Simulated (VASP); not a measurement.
Set up this calculation in VASP 6.6.1, as the native input.

| Property | Result |
| --- | --- |
| Task | single point |
| Functional | PBE |
| Potentials or basis | VASP PAW PBE potentials, release 64 (Sr_sv, W_sv) |
| Cutoff | 520 eV |
| k mesh | 16 × 16 × 16 |
| Occupations | gaussian, width 0.1 eV |
| Spin | no spin polarisation |
| Dipole correction | no |
| Further INCAR settings | ALGO = Fast; EDIFF = 1e-06; NBANDS = 26 |

The structure of SrW2 lies in POSCAR:

```
SrW2
1.0
   -2.0001403627      2.0001403627      4.0457157729
    2.0001403627     -2.0001403627      4.0457157729
    2.0001403627      2.0001403627     -4.0457157729
Sr W
1 2
Direct
    0.0000000000      0.0000000000      0.0000000000
    0.6593594015      0.6593594015      0.0000000000
    0.3406405985      0.3406405985      0.0000000000
```

These files were run (other wordings do the same):

INCAR

```
SYSTEM = SrW2
ALGO = Fast ; EDIFF = 1E-6
ENCUT = 520 ; GGA = PE
ISIF = 2 ; ISMEAR = 0
LASPH = .True. ; LCHARG = .False.
LREAL = .False. ; LWAVE = .False.
NBANDS = 26 ; NELM = 60
PREC = Accurate ; SIGMA = 0.1
```

KPOINTS

```
k-points
0
Gamma
  16 16 16
  0 0 0
```

Potentials or basis: VASP PAW PBE potentials, release 64 (Sr_sv, W_sv).

Run with:

```sh
$ cat potpaw_PBE.64/Sr_sv/POTCAR potpaw_PBE.64/W_sv/POTCAR > POTCAR
$ mpirun -np 1 vasp_std > vasp.out
```

Results of the run:

```yaml
Pressure: 0.5 GPa
Largest_force: 0.013 eV/Å
Band_gap_on_the_k_mesh: zero (bands 19 and 20 overlap by 1.25 eV)
```

Caveat: spin-orbit coupling is left out, which moves the levels of the heavy elements.

It took 54 min on 1 thread of Intel Xeon 8259CL, on a shared host, peak memory 0.67 GiB.
